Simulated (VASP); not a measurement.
Write the native input for VASP 6.6.1 that does the following.

```
Task                   : single point
Functional             : r2SCAN
Potentials or basis    : VASP PAW PBE potentials, release 64 (Ag, Rh_pv)
Cutoff                 : 520 eV
k mesh                 : 18 × 18 × 10
Occupations            : gaussian, width 0.1 eV
Spin                   : no spin polarisation
Dipole correction      : no
Further INCAR settings : ALGO = Normal; EDIFF = 1e-06; NBANDS = 20
```

AgRh:

```
Ag Rh
1.0
     2.77759    0.00000    0.00000
    -1.38879    2.40546    0.00000
     0.00000    0.00000    4.80860
Ag Rh
1 1
Cartesian
  0.0000 0.0000 2.4043
  1.3888 0.8018 0.0000
```

One way to write it, as run:

POSCAR

```
AgRh
1.0
    2.7775881998      0.0000000000      0.0000000000
   -1.3887940999      2.4054619423      0.0000000000
    0.0000000000      0.0000000000      4.8086020000
Ag Rh
1 1
Direct
    0.0000000000      0.0000000000      0.5000000000
    0.6666666667      0.3333333333      0.0000000000
```

INCAR.step1

```
SYSTEM = AgRh
PREC = Accurate ; ENCUT = 520
ISMEAR = 0 ; SIGMA = 0.1
LREAL = .False. ; LASPH = .True.
NELM = 100 ; NBANDS = 20
GGA = PE ; ALGO = Normal
EDIFF = 1E-4 ; LWAVE = .True.
LCHARG = .False.
```

INCAR.step2

```
SYSTEM = AgRh
PREC = Accurate ; ENCUT = 520
EDIFF = 1E-6 ; ISMEAR = 0
SIGMA = 0.1 ; LREAL = .False.
LASPH = .True. ; NELM = 100
ALGO = Normal ; ISIF = 2
LWAVE = .False. ; LCHARG = .False.
METAGGA = R2SCAN ; LMIXTAU = .True.
NBANDS = 20 ; ISTART = 1
```

KPOINTS

```
Automatic mesh
0
Gamma
  18 18 10
  0 0 0
```

Potentials or basis: VASP PAW PBE potentials, release 64 (Ag, Rh_pv).

Run with:

```sh
$ cat potpaw_PBE.64/Ag/POTCAR potpaw_PBE.64/Rh_pv/POTCAR > POTCAR
$ cp INCAR.step1 INCAR
$ mpirun -np 1 vasp_std > vasp.out
$ cp INCAR.step2 INCAR
$ mpirun -np 1 vasp_std > vasp.out
```

It gave:

- Pressure: -6.0 GPa
- Band gap on the k mesh: zero (bands 13 and 14 overlap by 1.41 eV)

Caveat: the cell stands under tension; the PAW data sets were made with another functional, which shifts forces and pressure a little.

Run time: 3.7 min on 1 thread of Intel Xeon 8259CL, on a shared host, peak memory 0.28 GiB.
